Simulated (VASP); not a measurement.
Write the native input for VASP 6.6.1 that does the following.

```
Task                   : single point
Functional             : PBE
Potentials or basis    : VASP PAW PBE potentials, release 64 (Nb_sv)
Cutoff                 : 520 eV
k mesh                 : 22 × 22 × 22
Occupations            : gaussian, width 0.15 eV
Spin                   : no spin polarisation
Dipole correction      : no
Further INCAR settings : ALGO = Fast; EDIFF = 1e-07; NBANDS = 12
```

The structure of Nb lies in POSCAR:

```
Nb
1.0
   -1.8678147505      1.8678147505      1.3205450286
    1.8678147505     -1.8678147505      1.3205450286
    1.8678147505      1.8678147505     -1.3205450286
Nb
1
Direct
    0.0000000000      0.0000000000      0.0000000000
```

This cell differs from its parent crystal: ratio of the length along z to the lengths across it x 0.707, volume and fractional coordinates fixed.

One way to write it, as run:

INCAR

```
SYSTEM = Nb
PREC = Accurate
ENCUT = 520
EDIFF = 1E-7
ISMEAR = 0
SIGMA = 0.15
LREAL = .FALSE.
LASPH = .TRUE.
NELM = 80
ALGO = Fast
ISIF = 2
LWAVE = .FALSE.
LCHARG = .TRUE.
GGA = PE
LELF = .TRUE.
LVHAR = .TRUE.
NBANDS = 12
```

KPOINTS

```
regular mesh
0
G
  22 22 22
  0 0 0
```

Potentials or basis: VASP PAW PBE potentials, release 64 (Nb_sv).

Command:

```bash
$ cat potpaw_PBE.64/Nb_sv/POTCAR > POTCAR
$ mpirun -np 1 vasp_std > vasp.out
```

Results of the run:

* Pressure: 2.9 GPa
* Band gap on the k mesh: zero (an odd number of electrons rules out a gap without spin polarisation)

It took 110 s on 1 thread of Intel(R) Xeon(R) 6975P-C (Granite Rapids) (shared host), peak memory 0.29 GiB.
